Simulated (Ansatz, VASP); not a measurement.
## One calculation of MgO, two programs

INCAR

```
PREC = Accurate ; ENCUT = 520
EDIFF = 1E-6 ; ISMEAR = 0
SIGMA = 0.05 ; LREAL = False
LASPH = True ; NELM = 60
ALGO = Normal ; ISIF = 2
LWAVE = False ; LCHARG = False
GGA = PE ; NBANDS = 11
```

File KPOINTS:

```
Automatic mesh
0
Gamma
  12 12 8
```

POSCAR

```
MgO
1.0
    2.9377244759      0.0000000000      0.0000000000
   -1.4688622380      2.4296575443      0.0000000000
    0.0000000000      0.0000000000      2.6797873418
Mg O
1 1
Direct
    0.0000000000      0.0000000000      0.0000000000
    0.3333333333      0.6666666667      0.5000000000
```

Input for Ansatz:

```yaml
crystal:
  lattice:
    - [2.9377244759, 0.0, 0.0]
    - [-1.468862238, 2.4296575443, 0.0]
    - [0.0, 0.0, 2.6797873418]
  atoms:
    - { symbol: Mg, position: [0.0, 0.0, 0.0] }
    - { symbol: O, position: [0.3333333333, 0.6666666667, 0.5] }
basis:
  ecutwfc: 420
kpoints:
  mp_grid: { grid: [12, 12, 8] }
hamiltonian:
  xc: pbe
scf:
  occupations: { method: gaussian, width: 0.05 }
output:
  forces: true
  stress: true
  eigenvalues: true
```

Change from the starting cell: strain -0.0450 x Voigt [0, 1, 0, 0, 0, 0], atoms carried along.

Alike in both runs: task single point; functional PBE; k mesh 12 × 12 × 8; occupations gaussian, width 0.05 eV; no spin polarisation.

|  | VASP | Ansatz |
| --- | --- | --- |
| version | VASP 6.6.1 | Ansatz 0.2.0 |
| potentials or method | VASP PAW PBE potentials, release 64 (Mg, O), cutoff 520 eV | scalar-relativistic, plane waves, PAW |
| valence electrons in the cell | 8 | 16 |

|  | VASP | Ansatz | Ansatz less VASP |
| --- | --- | --- | --- |
| gap on the k mesh at the Fermi level (eV) | 3.21 | 3.23 | +0.023 |
| least direct gap on the mesh (eV) | 3.66 | 3.68 | +0.020 |
| pressure (GPa) | 6.0 | 6.6 | +0.58 |
| traceless stress, the component that is largest in VASP (GPa) | 9.56 | 9.44 | -0.120 |
| rms of the force components (eV/Å) | 0.033 | 0.033 | -0.0009 |

Atom by atom the forces differ by 0.001 eV/Å (rms over components). VASP's potentials hold 8 valence electrons a cell and Ansatz's 16, so a difference there can come from the potentials and not from the codes.
